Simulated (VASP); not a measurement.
A run of VASP 6.6.1:

The input INCAR:

```
SYSTEM = SiC8
PREC = Accurate
ENCUT = 520
EDIFF = 1E-7
ISMEAR = 0
SIGMA = 0.1
LREAL = .FALSE.
LASPH = .TRUE.
NELM = 150
ALGO = Normal
ISIF = 2
LWAVE = .FALSE.
LCHARG = .FALSE.
ISPIN = 2
MAGMOM = 0 0 0 0 0 0 0 0 2
LORBIT = 11
LDIPOL = .TRUE.
IDIPOL = 3
DIPOL = 0.5 0.5 0.250
GGA = PE
IVDW = 12
NBANDS = 32
```

KPOINTS

```
Automatic mesh
0
G
  6 6 1
  0 0 0
```

File POSCAR:

```
SiC8
1.0
    4.9313048819      0.0000000000      0.0000000000
   -2.4656524409      4.2706353015      0.0000000000
    0.0000000000      0.0000000000     17.4000331942
C Si
8 1
Direct
    0.3333333333      0.1666666667      0.2298865266
    0.3333333333      0.6666666667      0.2298865266
    0.8333333333      0.1666666667      0.2298865266
    0.8333333333      0.6666666667      0.2298865266
    0.1666666667      0.3333333333      0.2298846189
    0.1666666667      0.8333333333      0.2298846189
    0.6666666667      0.3333333333      0.2298846189
    0.6666666667      0.8333333333      0.2298846189
    0.5000000000      0.5000000000      0.4080471063
```

Potentials or basis: VASP PAW PBE potentials, release 64 (C, Si).

The run is started by

```console
$ cat potpaw_PBE.64/C/POTCAR potpaw_PBE.64/Si/POTCAR > POTCAR
$ mpirun -np 1 vasp_std > vasp.out
```

Hardware: 1 thread of Intel(R) Xeon(R) 6975P-C (Granite Rapids), on a shared host.

Q: How long does it take, and how much memory?

A: Wall time 4.5 min on 1 thread of Intel(R) Xeon(R) 6975P-C (Granite Rapids), on a shared host, peak memory 0.72 GiB. Counts: scf iterations 32, k points 7.
